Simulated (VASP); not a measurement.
A run of VASP 6.6.1 is set up as follows.

The input INCAR:

```
PREC = Accurate
ENCUT = 600
EDIFF = 1E-6
ISMEAR = 0
SIGMA = 0.1
LREAL = False
LASPH = True
NELM = 100
ALGO = Normal
ISIF = 3
LWAVE = False
LCHARG = False
GGA = PE
IBRION = 2
NSW = 100
EDIFFG = -0.01
```

File KPOINTS:

```
Automatic mesh
0
Gamma
  12 12 10
```

Contents of POSCAR:

```
ZrZnN
1.0
    3.5806671661      0.0000000000      0.0000000000
   -1.7903335830      3.1009487283      0.0000000000
    0.0000000000      0.0000000000      4.7346009354
Zr Zn N
1 1 1
Direct
    0.0000000000      0.0000000000      0.5000000000
    0.3333333333      0.6666666667      0.0000000000
    0.6666666667      0.3333333333      0.5000000000
```

Potentials or basis: VASP PAW PBE potentials, release 64 (Zr_sv, Zn, N).

Command:

```console
$ cat potpaw_PBE.64/Zr_sv/POTCAR potpaw_PBE.64/Zn/POTCAR potpaw_PBE.64/N/POTCAR > POTCAR
$ mpirun -np 1 vasp_std > vasp.out
```

Problem. What does it give for the space group after relaxing (to 0.1 Å)?

Solution. P-6m2 (No. 187).

Problem. Predict the band gap on the k mesh.

Solution. Zero (an odd number of electrons rules out a gap without spin polarisation).

Step by step:
| step | energy change (eV) | largest force (eV/Å) | pressure (GPa) | volume (Å³) |
| --- | --- | --- | --- | --- |
| 1 | 0.0000 | 0.0000 | 0.20 | 52.57 |
| 2 | 0.0000 | 0.0000 | -0.32 | 52.74 |
| 3 | -0.0001 | 0.0000 | -0.05 | 52.65 |
| 4 | -0.0001 | 0.0000 | -0.04 | 52.62 |
| 5 | -0.0002 | 0.0000 | 0.00 | 52.54 |
